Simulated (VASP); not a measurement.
# ZnSe in VASP: single point with r2SCAN

Aim: the single point of ZnSe with r2SCAN.

Everything below comes from runs of VASP 6.6.1. Logs are shortened: lines on timing, memory, paths and dates and some standing lists are left out, and cuts for length are marked.

**1. The cell of the first run**

The cell holds a slab with vacuum, 12 atoms: a = 4.006 Å, b = 5.666 Å, c = 25.016 Å, α = 90.00°, β = 90.00°, γ = 90.00°.

**2. Single point, r2SCAN**

Contents of POSCAR:

```
ZnSe
1.0
    4.0063895674      0.0000000000      0.0000000000
    0.0000000000      5.6658904624      0.0000000000
    0.0000000000      0.0000000000     25.0159739186
Zn Se
6 6
Direct
    0.5000000000      0.5000000000      0.2998084354
    0.0000000000      0.0000000000      0.3798850612
    0.5000000000      0.5000000000      0.4599616871
    0.0000000000      0.0000000000      0.5400383129
    0.5000000000      0.5000000000      0.6201149388
    0.0000000000      0.0000000000      0.7001915646
    0.0000000000      0.2500000000      0.2998084354
    0.5000000000      0.7500000000      0.3798850612
    0.0000000000      0.2500000000      0.4599616871
    0.5000000000      0.7500000000      0.5400383129
    0.0000000000      0.2500000000      0.6201149388
    0.5000000000      0.7500000000      0.7001915646
```

Contents of INCAR.step1:

```
PREC     = Accurate       # precision mode
ENCUT    = 520            # plane-wave cutoff, eV
ISMEAR   = 0              # smearing method
SIGMA    = 0.05           # smearing width, eV
LREAL    = F              # projectors in reciprocal space
LASPH    = T              # aspherical terms in the spheres
NELM     = 60             # most SCF steps
LDIPOL   = T            
IDIPOL   = 3            
DIPOL    = 0.5 0.5 0.500
NBANDS   = 66             # bands
GGA      = PE             # functional
ALGO     = Normal         # electronic algorithm
EDIFF    = 1E-4           # SCF threshold, eV
LWAVE    = T              # write WAVECAR
LCHARG   = F              # write CHGCAR
```

Contents of INCAR.step2:

```
PREC     = Accurate       # precision mode
ENCUT    = 520            # plane-wave cutoff, eV
EDIFF    = 1E-6           # SCF threshold, eV
ISMEAR   = 0              # smearing method
SIGMA    = 0.05           # smearing width, eV
LREAL    = F              # projectors in reciprocal space
LASPH    = T              # aspherical terms in the spheres
NELM     = 60             # most SCF steps
ALGO     = Normal         # electronic algorithm
ISIF     = 2              # what is computed and relaxed
LWAVE    = F              # write WAVECAR
LCHARG   = F              # write CHGCAR
LDIPOL   = T            
IDIPOL   = 3            
DIPOL    = 0.5 0.5 0.500
METAGGA  = R2SCAN         # meta-GGA
LMIXTAU  = T            
NBANDS   = 66             # bands
ISTART   = 1
```

Contents of KPOINTS:

```
regular mesh
0
Gamma
  7 5 1
```

Potentials or basis: VASP PAW PBE potentials, release 64 (Zn, Se).

Launch:

```
$ cat potpaw_PBE.64/Zn/POTCAR potpaw_PBE.64/Se/POTCAR > POTCAR
$ cp INCAR.step1 INCAR
$ mpirun -np 1 vasp_std > vasp.out
$ cp INCAR.step2 INCAR
$ mpirun -np 1 vasp_std > vasp.out
```

OUTCAR:

```text
PREC = Accurate
   ENCUT = 520
   EDIFF = 1E-6
   ISMEAR = 0
   LREAL = F
   LASPH = T
   NELM = 60
   ISIF = 2
   METAGGA = R2SCAN
   ISTART = 1

 ion  position               nearest neighbor table
   1  0.500  0.500  0.300-   8 2.45   7 2.45   7 2.45
   2  0.000  0.000  0.380-   7 2.45   8 2.45   8 2.45   9 2.45
   3  0.500  0.500  0.460-  10 2.45   9 2.45   9 2.45   8 2.45
   4  0.000  0.000  0.540-   9 2.45  10 2.45  10 2.45  11 2.45
   5  0.500  0.500  0.620-  12 2.45  11 2.45  11 2.45  10 2.45
   6  0.000  0.000  0.700-  11 2.45  12 2.45  12 2.45
   7  0.000  0.250  0.300-   2 2.45   1 2.45   1 2.45
   8  0.500  0.750  0.380-   1 2.45   2 2.45   2 2.45   3 2.45
   9  0.000  0.250  0.460-   4 2.45   3 2.45   3 2.45   2 2.45
  10  0.500  0.750  0.540-   3 2.45   4 2.45   4 2.45   5 2.45
  11  0.000  0.250  0.620-   6 2.45   5 2.45   5 2.45   4 2.45
  12  0.500  0.750  0.700-   5 2.45   6 2.45   6 2.45

  LATTYP: Found a simple orthorhombic cell.
 ALAT       =     4.0063895674
 B/A-ratio  =     1.4142135624
 C/A-ratio  =     6.2440193341

  Lattice vectors:

 A1 = (   4.0063895674,   0.0000000000,   0.0000000000)
 A2 = (   0.0000000000,   5.6658904624,   0.0000000000)
 A3 = (   0.0000000000,   0.0000000000,  25.0159739186)

Analysis of symmetry for initial positions (statically):
=====================================================================
 Subroutine PRICEL returns:
 Original cell was already a primitive cell.

 Routine SETGRP: Setting up the symmetry group for a
 simple orthorhombic supercell.

 Subroutine GETGRP returns: Found  4 space group operations
 (whereof  2 operations were pure point group operations)
 out of a pool of  8 trial point group operations.

The static configuration has the point symmetry C_1h.
 The point group associated with its full space group is C_2v.

Analysis of symmetry for dynamics (positions and initial velocities):
=====================================================================
 Subroutine PRICEL returns:
 Original cell was already a primitive cell.

 Routine SETGRP: Setting up the symmetry group for a
 simple orthorhombic supercell.

 Subroutine GETGRP returns: Found  4 space group operations
 (whereof  2 operations were pure point group operations)
 out of a pool of  8 trial point group operations.

The dynamic configuration has the point symmetry C_1h.
 The point group associated with its full space group is C_2v.

 Subroutine INISYM returns: Found  4 space group operations
 (whereof  2 operations are pure point group operations),
 and found     1 'primitive' translations

----------------------------------------------------------------------------------------

                                     Primitive cell

  volume of cell :     567.8567

  direct lattice vectors                    reciprocal lattice vectors
     4.006389567  0.000000000  0.000000000     0.249601289  0.000000000  0.000000000
     0.000000000  5.665890462  0.000000000     0.000000000  0.176494764  0.000000000
     0.000000000  0.000000000 25.015973919     0.000000000  0.000000000  0.039974458

  length of vectors
     4.006389567  5.665890462 25.015973919     0.249601289  0.176494764  0.039974458

  position of ions in fractional coordinates (direct lattice)
     0.500000000  0.500000000  0.299808435
     0.000000000  0.000000000  0.379885061
     0.500000000  0.500000000  0.459961687
     0.000000000  0.000000000  0.540038313
     0.500000000  0.500000000  0.620114939
     0.000000000  0.000000000  0.700191565
     0.000000000  0.250000000  0.299808435
     0.500000000  0.750000000  0.379885061
     0.000000000  0.250000000  0.459961687
     0.500000000  0.750000000  0.540038313
     0.000000000  0.250000000  0.620114939
     0.500000000  0.750000000  0.700191565

  ion indices of the primitive-cell ions
   primitive index   ion index
                 1           1
                 2           2
                 3           3
                 4           4
                 5           5
                 6           6
                 7           7
                 8           8
                 9           9
                10          10
                11          11
                12          12

----------------------------------------------------------------------------------------

 KPOINTS: regular mesh

Automatic generation of k-mesh.
 Grid dimensions read from file:
 generate k-points for:    7    5    1

 Generating k-lattice:

  Cartesian coordinates                     Fractional coordinates (reciprocal lattice)
     0.035657327  0.000000000  0.000000000     0.142857143  0.000000000  0.000000000
     0.000000000  0.035298953  0.000000000     0.000000000  0.200000000  0.000000000
     0.000000000  0.000000000  0.039974458     0.000000000  0.000000000  1.000000000

  Length of vectors
     0.035657327  0.035298953  0.039974458

  Shift w.r.t. Gamma in fractional coordinates (k-lattice)
     0.000000000  0.000000000  0.000000000

 Subroutine IBZKPT returns following result:
 ===========================================

 Found     12 irreducible k-points:

 Following reciprocal coordinates:
            Coordinates               Weight
  0.000000  0.000000  0.000000      1.000000
  0.142857  0.000000  0.000000      2.000000
  0.285714  0.000000  0.000000      2.000000
  0.428571  0.000000  0.000000      2.000000
  0.000000  0.200000  0.000000      2.000000
  0.142857  0.200000  0.000000      4.000000
  0.285714  0.200000  0.000000      4.000000
  0.428571  0.200000  0.000000      4.000000
  0.000000  0.400000  0.000000      2.000000
  0.142857  0.400000  0.000000      4.000000
  0.285714  0.400000  0.000000      4.000000
  0.428571  0.400000  0.000000      4.000000
   k-points           NKPTS =     12   k-points in BZ     NKDIM =     12   number of bands    NBANDS=     66
   number of dos      NEDOS =    301   number of ions     NIONS =     12
   total plane-waves  NPLWV = 241920
   dimension x,y,z NGX =    30 NGY =   42 NGZ =  192
   dimension x,y,z NGXF=    60 NGYF=   84 NGZF=  384
   ions per type =               6   6
   NGX,Y,Z   is equivalent  to a cutoff of  12.45, 12.32, 12.76 a.u.
   NGXF,Y,Z  is equivalent  to a cutoff of  24.90, 24.65, 25.52 a.u.
 SYSTEM =  unknown system
   PREC   = accura    normal or accurate (medium, high low for compatibility)
   ISTART =      1    job   : 0-new  1-cont  2-samecut
   ICHARG =      0    charge: 1-file 2-atom 10-const
   ISPIN  =      1    spin polarized calculation?
   LNONCOLLINEAR =      F non collinear calculations
   LSORBIT =      F    spin-orbit coupling
   LASPH  =      T    aspherical Exc in radial PAW
   ENCUT  =  520.0 eV  38.22 Ry    6.18 a.u.   7.45 10.53 46.51*2*pi/ulx,y,z
   NELM   =     60;   NELMIN=  2; NELMDL=  0     # of ELM steps
   EDIFF  = 0.1E-05   stopping-criterion for ELM
   LREAL  =      F    real-space projection
   EDIFFG = 0.1E-04   stopping-criterion for IOM
   NSW    =      0    number of steps for IOM
   IBRION =     -1    ionic relax: 0-MD 1-quasi-New 2-CG
   NFREE  =      0    steps in history (QN), initial steepest desc. (CG)
   ISIF   =      2    stress and relaxation
   ISYM   =      2    0-nonsym 1-usesym 2-fastsym
   POTIM  = 0.5000    time-step for ionic-motion
   TEBEG  =    0.0;   TEEND  =   0.0 temperature during run
   PSTRESS=    0.0 pullay stress
   NELECT =     108.0000    total number of electrons
   NUPDOWN=      -1.0000    fix difference up-down
   EMIN   =  10.00;   EMAX   =-10.00  energy-range for DOS
   EFERMI =   0.00;   METHOD = LEGACY
   ISMEAR =     0;   SIGMA  =   0.05  broadening in eV -4-tet -1-fermi 0-gaus
   EFERMI_NEDOS =   21; number of points for ismear=-14 and -15
   IALGO  =     38    algorithm
   IMIX   =      4    mixing-type and parameters
     AMIX     =   0.40;   BMIX     =  1.00
     AMIX_MAG =   1.60;   BMIX_MAG =  1.00
  volume/ion in A,a.u.               =      47.32       319.34
  Fermi-wavevector in a.u.,A,eV,Ry     =   0.941463  1.779107 12.059554  0.886352
  Thomas-Fermi vector in A             =   2.068976
   LORBIT       =      0    0 simple, 1 ext, 2 COOP (PROOUT), +10 PAW based schemes
   METAGGA = R2SCAN    functional components
   LHFCALC =     F    Hartree Fock is set to
   AEXX    =    0.0000 exact exchange contribution
   IVDW    =     0    specifies the selected vdW correction
   LEPSILON=     F    determine dielectric tensor
   LRPA    =     F    only Hartree local field effects (RPA)
 non-spin polarized calculation
 Gauss-broadening in eV      SIGMA  =   0.05
  energy-cutoff  :      520.00
  volume of cell :      567.86
 maximum number of plane-waves:     15351
 NGX is ok and might be reduce to    30
   NGX = 15   NGY = 21   NGZ = 93

 number of electron     108.0000111 magnetization

 dipolmoment           0.000000      0.000000      0.000000 electrons x Angstroem

 Free energy of the ion-electron system (eV)
  ---------------------------------------------------
  ext. energy  EPLUGINS =         0.00000000
  ---------------------------------------------------
  free energy    TOTEN  =      -147.20399860 eV

  energy without entropy =     -147.20399860  energy(sigma->0) =     -147.20399860

 E-fermi :  -1.9042     XC(G=0):  -5.2196

 val. band max:       -2.1831379320   @ k =   0.0000   0.0000   0.0000
 cond. band min:      -0.6353777573   @ k =   0.0000   0.0000   0.0000
 fundamental gap:      1.5477601748
 Fermi energy:        -1.9042296817

 k-point     1 :       0.0000    0.0000    0.0000
  band No.  band energies     occupation
      1     -15.7912      2.00000
      2     -15.4962      2.00000
      3     -15.1017      2.00000
      4     -14.8431      2.00000
      5     -14.4257      2.00000
      6     -14.4230      2.00000
[... 58 lines left out ...]
     65       3.7936      0.00000
     66       3.8643      0.00000

 k-point     2 :       0.1429    0.0000    0.0000
  band No.  band energies     occupation
      1     -15.7039      2.00000
      2     -15.4219      2.00000
      3     -15.0522      2.00000
      4     -14.8294      2.00000
      5     -14.3861      2.00000
      6     -14.3857      2.00000
[... 679 lines left out ...]
     65       4.4189      0.00000
     66       4.4194      0.00000

 k-point    12 :       0.4286    0.4000    0.0000
  band No.  band energies     occupation
      1     -15.1050      2.00000
      2     -15.0563      2.00000
      3     -14.9158      2.00000
      4     -14.9071      2.00000
      5     -14.2205      2.00000
      6     -14.2188      2.00000
[... 58 lines left out ...]
     65       4.3831      0.00000
     66       4.4176      0.00000

------------------------ aborting loop because EDIFF is reached ----------------------------------------

 vacuum level on the upper side and lower side of the slab       (xc-potential included)         0.017         0.017

  FORCE on cell =-STRESS in cart. coord.  units (eV):
  Direction    XX          YY          ZZ          XY          YZ          ZX
  --------------------------------------------------------------------------------------
  -------------------------------------------------------------------------------------
  Total       -2.6746161     -2.6797621     -0.5342391      0.0000000      0.0000000      0.0000000
  in kB       -7.5462861     -7.5608054     -1.5073271      0.0000000      0.0000000      0.0000000
  external PRESSURE =      -5.5381395 kB  Pullay stress =       0.0000000 kB

 VOLUME and BASIS-vectors are now :
 -----------------------------------------------------------------------------
  energy-cutoff  :      520.00
  volume of cell :      567.86
      direct lattice vectors                 reciprocal lattice vectors
     4.006389567  0.000000000  0.000000000     0.249601289  0.000000000  0.000000000
     0.000000000  5.665890462  0.000000000     0.000000000  0.176494764  0.000000000
     0.000000000  0.000000000 25.015973919     0.000000000  0.000000000  0.039974458

 POSITION                                       TOTAL-FORCE (eV/Angst)
 -----------------------------------------------------------------------------------
      2.00319      2.83295      7.50000         0.000000     -1.106564      1.121682
      0.00000      0.00000      9.50319         0.000000      0.220099      0.006360
      2.00319      2.83295     11.50639         0.000000     -0.099184      0.083226
      0.00000      0.00000     13.50958         0.000000     -0.099184     -0.083226
      2.00319      2.83295     15.51278         0.000000      0.220099     -0.006360
      0.00000      0.00000     17.51597         0.000000     -1.106564     -1.121682
      0.00000      1.41647      7.50000         0.000000      0.580524     -0.899976
      2.00319      4.24942      9.50319         0.000000      0.375193     -0.378760
      0.00000      1.41647     11.50639         0.000000      0.029932      0.165856
      2.00319      4.24942     13.50958         0.000000      0.029932     -0.165856
      0.00000      1.41647     15.51278         0.000000      0.375193      0.378760
      2.00319      4.24942     17.51597         0.000000      0.580524      0.899976
 -----------------------------------------------------------------------------------
    total drift:                                0.000000      0.034553      0.000000

  FREE ENERGIE OF THE ION-ELECTRON SYSTEM (eV)
  ---------------------------------------------------
  free  energy   TOTEN  =      -147.2039986004 eV

  energy  without entropy=     -147.2039986004  energy(sigma->0) =     -147.20399860

 vacuum level on the upper side and lower side of the slab         3.222         3.222
```

Wall time 75 min (1 thread of Oxide Virtual Turin-like, shared host); peak memory 0.75 GiB.

What came out:

```yaml
Free_energy: -147.2040 eV
Largest_force: 1.576 eV/Å
Band_gap_on_the_k_mesh: 1.55 eV
```

Forces on the atoms (eV/Å):
```
Zn   0.000 -1.107  1.122
Zn   0.000  0.220  0.006
Zn   0.000 -0.099  0.083
Zn   0.000 -0.099 -0.083
Zn   0.000  0.220 -0.006
Zn   0.000 -1.107 -1.122
Se   0.000  0.581 -0.900
Se   0.000  0.375 -0.379
Se   0.000  0.030  0.166
Se   0.000  0.030 -0.166
Se   0.000  0.375  0.379
Se   0.000  0.581  0.900
```

Levels at points of the mesh, in eV from the valence-band top:
| k point | band 50 | band 51 | band 52 | band 53 | band 54 | band 55 | band 56 | band 57 | band 58 | band 59 |
| --- | --- | --- | --- | --- | --- | --- | --- | --- | --- | --- |
| (0.00, 0.00, 0.00) | -0.46 | -0.21 | -0.16 | -0.11 | 0.00 | 1.55 | 2.21 | 3.61 | 3.69 | 4.20 |

Caveat: the PAW data sets were made with another functional, which shifts forces and pressure a little.
